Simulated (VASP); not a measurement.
A run of VASP 6.6.1 is set up as follows.

The input INCAR:

```
SYSTEM = GaN
PREC = Accurate ; ENCUT = 600
EDIFF = 1E-6 ; ISMEAR = 0
SIGMA = 0.01 ; LREAL = .False.
LASPH = .True. ; NELM = 60
ALGO = Normal ; ISIF = 3
LWAVE = .False. ; LCHARG = .False.
GGA = PE ; IBRION = 2
NSW = 80 ; EDIFFG = -0.001
PSTRESS = 300.0
```

The input KPOINTS:

```
Automatic mesh
0
Gamma
  10 10 10
  0 0 0
```

Contents of POSCAR:

```
GaN
1.0
    0.0000000000      2.2742384951      2.2742384951
    2.2742384951      0.0000000000      2.2742384951
    2.2742384951      2.2742384951      0.0000000000
Ga N
1 1
Direct
    0.0000000000      0.0000000000      0.0000000000
    0.7500000000      0.7500000000      0.7500000000
```

Potentials or basis: VASP PAW PBE potentials, release 64 (Ga_d, N).

The run is started by

```bash
$ cat potpaw_PBE.64/Ga_d/POTCAR potpaw_PBE.64/N/POTCAR > POTCAR
$ mpirun -np 1 vasp_std > vasp.out
```

Problem. Predict the space group after relaxing (to 0.05 Å).

Solution. F-43m (No. 216).

Problem. What does it give for the band gap on the k mesh?

Solution. 2.40 eV, direct.

Problem. Predict the relaxed cell.

Solution. a = 3.078 Å, b = 3.078 Å, c = 3.078 Å, α = 60.00°, β = 60.00°, γ = 60.00°.

Step by step:
```
step  energy change (eV)  largest force (eV/Å)  pressure (GPa)  volume (Å³)
   1              0.0000                0.0000           -0.06        23.53
   2              1.8651                0.0000          119.06        16.78
   3              0.2109                0.0000           27.86        20.78
   4              0.2329                0.0000           29.50        20.66
   5              0.2431                0.0000           30.20        20.61
   6              0.2366                0.0000           29.60        20.64
   7              0.2409                0.0000           30.00        20.62
```

Caveat: the cell is relaxed towards a set pressure, so the enthalpy falls and the energy may rise. PBE gaps usually lie below the measured ones, often by a third to a half.
